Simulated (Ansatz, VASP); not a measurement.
## GaP in VASP and in Ansatz

```
Ga P
1.0
     0.00000    2.71033    2.71033
     2.71033    0.00000    2.71033
     2.71033    2.71033    0.00000
Ga P
1 1
Direct
  0.00000 0.00000 0.00000
  0.25000 0.25000 0.25000
```

Alike in both runs: task relaxation of cell and atoms; functional PBE; k mesh 11 × 11 × 11; occupations fermi-dirac, width 0.02 eV; no spin polarisation.

|  | VASP | Ansatz |
| --- | --- | --- |
| version | VASP 6.6.1 | Ansatz 0.2.0 |
| potentials or method | VASP PAW PBE potentials, release 64 (Ga_d, P) | PAW with Ansatz's default frozen-core files, scalar-relativistic |
| plane-wave cutoff (eV) | 500 | 420 |
| valence electrons in the cell | 18 | 18 |

|  | VASP | Ansatz | Ansatz less VASP |
| --- | --- | --- | --- |
| relaxed volume (Å³/atom) | 20.86 | 20.86 | +0.009 |
| relaxed cell length with the largest relative difference (Å) | 3.893 | 3.893 | +0.0006 |
